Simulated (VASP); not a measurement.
Set up this calculation in VASP 6.6.1, as the native input.

| Property | Result |
| --- | --- |
| Task | single point |
| Functional | PBEsol |
| Potentials or basis | VASP PAW PBE potentials, release 64 (Ni_sv_GW, O) |
| Cutoff | 700 eV |
| k mesh | 12 × 12 × 6 |
| Occupations | gaussian, width 0.05 eV |
| Spin | no spin polarisation |
| Dipole correction | no |
| Further INCAR settings | ALGO = Normal; EDIFF = 1e-06; NBANDS = 22 |

The structure of NiO2 lies in POSCAR:

```
NiO2
1.0
    2.8221285779      0.0000000000      0.0000000000
   -1.4110642890      2.4440350412      0.0000000000
    0.0000000000      0.0000000000      4.8391038725
Ni O
1 2
Direct
    0.0000000000      0.0000000000      0.5000000000
    0.6666666667      0.3333333333      0.6876599244
    0.3333333333      0.6666666667      0.3123400756
```

This cell differs from its parent crystal: c/a of the conventional cell at fixed volume 1.7147.

These files were run (other wordings do the same):

INCAR

```
SYSTEM = NiO2
PREC = Accurate ; ENCUT = 700
EDIFF = 1E-6 ; ISMEAR = 0
SIGMA = 0.05 ; LREAL = .False.
LASPH = .True. ; NELM = 120
ALGO = Normal ; ISIF = 2
LWAVE = .False. ; LCHARG = .False.
GGA = PS ; NBANDS = 22
GGA_COMPAT = .False.
```

KPOINTS

```
regular mesh
0
Gamma
  12 12 6
  0 0 0
```

Potentials or basis: VASP PAW PBE potentials, release 64 (Ni_sv_GW, O).

Launch:

```sh
$ cat potpaw_PBE.64/Ni_sv_GW/POTCAR potpaw_PBE.64/O/POTCAR > POTCAR
$ mpirun -np 1 vasp_std > vasp.out
```

It gave:

```json
{"Pressure": "-2.2 GPa", "Largest force": "0.175 eV/Å", "Band gap on the k mesh": "0.98 eV (least direct gap 1.25 eV)"}
```

Caveat: the PAW data sets were made with another functional, which shifts forces and pressure a little; the run has no spin polarisation, though such a crystal can be magnetic.

Wall time 51 s on 1 thread of Intel(R) Xeon(R) 6975P-C (Granite Rapids), with other jobs on the host, peak memory 0.26 GiB.
